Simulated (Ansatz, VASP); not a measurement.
**Two plane-wave programs on Sb2W**

```
W Sb
1.0
     0.00000    3.31158    3.31158
     3.31158    0.00000    3.31158
     3.31158    3.31158    0.00000
W Sb
1 2
Cartesian
  0.0000 0.0000 0.0000
  1.6558 1.6558 1.6558
  4.9674 4.9674 4.9674
```

Alike in both runs: functional PBE; k mesh 10 × 10 × 10; occupations fermi-dirac, width 0.08 eV; no spin polarisation.

Ansatz relaxed the structure, and its values are those at the end. VASP's run is a single point on that final structure, the one shown.

|  | VASP | Ansatz |
| --- | --- | --- |
| version | VASP 6.6.1 | Ansatz 0.2.0 |
| potentials or method | VASP PAW PBE potentials, release 64 (W_sv, Sb) | PAW with Ansatz's default frozen-core files, scalar-relativistic |
| plane-wave cutoff (eV) | 520 | 420 |
| valence electrons in the cell | 24 | 44 |

|  | VASP | Ansatz | Ansatz less VASP |
| --- | --- | --- | --- |
| gap on the k mesh at the Fermi level (eV) | none | none | - |
| pressure (GPa) | -0.1 | 0.0 | +0.05 |

A gap of «none» marks a metal or a gap that the smearing closes. The functional is the same, so the differences come from potentials, cutoffs and numerics. VASP's potentials hold 24 valence electrons a cell and Ansatz's 44, so a difference there can come from the potentials and not from the codes.

Neither program's run includes spin-orbit coupling.
